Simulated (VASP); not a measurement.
Wanted: the native input for a VASP 6.6.1 run.

| Item | Value |
| --- | --- |
| Task | single point |
| Functional | PBE |
| Potentials or basis | VASP PAW PBE potentials, release 64 (Cd, S) |
| Cutoff | 520 eV |
| k mesh | 14 × 14 × 14 |
| Occupations | fermi-dirac, width 0.05 eV |
| Spin | no spin polarisation |
| Dipole correction | no |
| Further INCAR settings | ALGO = Normal; EDIFF = 1e-06; NBANDS = 16 |

The structure of CdS (CsCl type) lies in POSCAR:

```
CdS
1.0
    3.2176537296      0.0000000000      0.0000000000
    0.0000000000      3.2176537296      0.0000000000
    0.0000000000      0.0000000000      3.2176537296
Cd S
1 1
Direct
    0.0000000000      0.0000000000      0.0000000000
    0.5000000000      0.5000000000      0.5000000000
```

This cell differs from its parent crystal: volume scaled by 0.84.

One way to write it, as run:

INCAR

```
SYSTEM = CdS
PREC     = Accurate       ! precision mode
ENCUT    = 520            ! plane-wave cutoff, eV
EDIFF    = 1E-6           ! SCF threshold, eV
ISMEAR   = -1             ! smearing method
SIGMA    = 0.05           ! smearing width, eV
LREAL    = .False.        ! projectors in reciprocal space
LASPH    = .True.         ! aspherical terms in the spheres
NELM     = 60             ! most SCF steps
ALGO     = Normal         ! electronic algorithm
ISIF     = 2              ! what is computed and relaxed
LWAVE    = .False.        ! write WAVECAR
LCHARG   = .False.        ! write CHGCAR
GGA      = PE             ! functional
NBANDS   = 16             ! bands
```

KPOINTS

```
Automatic mesh
0
Gamma
  14 14 14
  0 0 0
```

Potentials or basis: VASP PAW PBE potentials, release 64 (Cd, S).

Launch:

```bash
$ cat potpaw_PBE.64/Cd/POTCAR potpaw_PBE.64/S/POTCAR > POTCAR
$ mpirun -np 1 vasp_std > vasp.out
```

It gave:

The pressure is 19.0 GPa. The band gap on the k mesh is zero (band 9 reaches 5.79 eV, above the bottom of band 10 at 5.04 eV).

It took 13 s on 1 thread of Intel(R) Xeon(R) 6975P-C (Granite Rapids), on a shared host, peak memory 0.18 GiB.
